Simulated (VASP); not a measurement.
Write the native input for VASP 6.6.1 that does the following.

| Quantity | Value |
| --- | --- |
| Task | relaxation of cell and atoms |
| Functional | PBE |
| Potentials or basis | VASP PAW PBE potentials, release 64 (Si, B, C) |
| Cutoff | 600 eV |
| k mesh | 6 × 6 × 4 |
| Occupations | gaussian, width 0.1 eV |
| Spin | no spin polarisation |
| Dipole correction | no |
| Further INCAR settings | ALGO = Normal; EDIFF = 1e-07; IBRION = 2; EDIFFG = -0.04; NSW = 90; ISIF = 3 |

The structure of Si2B2C lies in POSCAR:

```
Si2B2C
1.0
    2.9021133040      0.0000000000      0.0000000000
   -1.4510566520      2.5133038459      0.0000000000
    0.0000000000      0.0000000000      6.5623494395
Si B C
2 2 1
Direct
    0.3333333333      0.6666666667      0.1837126298
    0.3333333333      0.6666666667      0.8162873702
    0.6666666667      0.3333333333      0.5000000000
    0.0000000000      0.0000000000      0.0000000000
    0.3333333333      0.6666666667      0.5000000000
```

One way to write it, as run:

INCAR

```
SYSTEM = Si2B2C
PREC = Accurate ; ENCUT = 600
EDIFF = 1E-7 ; ISMEAR = 0
SIGMA = 0.1 ; LREAL = .False.
LASPH = .True. ; NELM = 100
ALGO = Normal ; ISIF = 3
LWAVE = .False. ; LCHARG = .False.
GGA = PE ; IBRION = 2
NSW = 90 ; EDIFFG = -0.04
```

KPOINTS

```
Automatic mesh
0
Gamma
  6 6 4
  0 0 0
```

Potentials or basis: VASP PAW PBE potentials, release 64 (Si, B, C).

Run with:

```console
$ cat potpaw_PBE.64/Si/POTCAR potpaw_PBE.64/B/POTCAR potpaw_PBE.64/C/POTCAR > POTCAR
$ mpirun -np 1 vasp_std > vasp.out
```

It gave:

- Relaxed volume: 9.64 Å³/atom
- Relaxed cell: a = 2.900 Å, b = 2.900 Å, c = 6.615 Å, α = 90.00°, β = 90.00°, γ = 120.00°
- Space group after relaxing (to 0.05 Å): P-6m2 (No. 187)
- Energy gained by relaxing: 2.7 meV/atom
- Ionic steps: 3
- Pressure after relaxing: -0.2 GPa
- Largest force after relaxing: 0.015 eV/Å
- Band gap on the k mesh: zero (band 9 reaches 11.22 eV, above the bottom of band 10 at 7.78 eV)

Caveat: the k points lie up to 0.42 Å⁻¹ apart in the final cell.

Run time: 16 s on 1 thread of Intel(R) Xeon(R) 6975P-C (Granite Rapids), with other jobs on the host, peak memory 0.17 GiB.
